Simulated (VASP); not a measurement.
## Ga4As3N: single point with PBE

The system is Ga4As3N.

```
CELL_PARAMETERS angstrom
-2.49854 2.49854 5.63808
2.49854 -2.49854 5.63808
2.49854 2.49854 -5.63808
ATOMIC_POSITIONS crystal
Ga 0.00000 0.50000 0.50000
Ga 0.82470 0.82470 0.00000
Ga 0.50000 0.00000 0.50000
Ga 0.17530 0.17530 0.00000
As 0.25000 0.75000 0.50000
As 0.75000 0.25000 0.50000
As 0.50000 0.50000 0.00000
N 0.00000 0.00000 0.00000
```

```json
{
 "Program": "VASP 6.6.1",
 "Task": "single point",
 "Functional": "PBE",
 "Potentials or basis": "VASP PAW PBE potentials, release 64 (Ga_d, As, N)",
 "Cutoff": "520 eV",
 "k mesh": "4 × 4 × 4",
 "Occupations": "gaussian, width 0.1 eV",
 "Spin": "no spin polarisation",
 "Dipole correction": "no",
 "Further INCAR settings": "ALGO = Normal; EDIFF = 1e-06; NBANDS = 46"
}
```

| Property | Result |
| --- | --- |
| Pressure | 0.2 GPa |
| Largest force | 0.027 eV/Å |
| Band gap on the k mesh | zero (bands 36 and 37 overlap by 1.98 eV) |

Forces in eV/Å, atoms in the order of the input:
```
Ga   0.000  0.000  0.000
Ga   0.000  0.000 -0.027
Ga   0.000  0.000  0.000
Ga   0.000  0.000  0.027
As   0.000  0.000  0.000
As   0.000  0.000  0.000
As   0.000  0.000  0.000
N    0.000  0.000  0.000
```

Stress tensor (GPa, compression positive):
```
 0.40  0.00  0.00
 0.00  0.40  0.00
 0.00  0.00 -0.06
```

Levels at points of the mesh, in eV from the Fermi level:
| k point | band 33 | band 34 | band 35 | band 36 | band 37 | band 38 | band 39 | band 40 |
| --- | --- | --- | --- | --- | --- | --- | --- | --- |
| (0.00, 0.00, 0.00) | -2.40 | -2.18 | -1.47 | -0.33 | -0.13 | -0.13 | 1.83 | 1.84 |
| (0.50, 0.00, 0.00) | -2.59 | -2.08 | -1.60 | 0.18 | 0.34 | 2.35 | 2.72 | 2.77 |
| (0.50, 0.50, 0.00) | -0.71 | -0.56 | 0.84 | 1.06 | 1.07 | 1.98 | 3.05 | 3.46 |
| (0.50, 0.50, 0.50) | -2.15 | -2.01 | -2.01 | -1.32 | -0.93 | -0.93 | 0.38 | 0.58 |

Wall time 2.9 min on 1 thread of Intel(R) Xeon(R) Platinum 8259CL CPU @ 2.50GHz (Skylake/Cascade Lake), with other jobs on the host, peak memory 0.38 GiB.
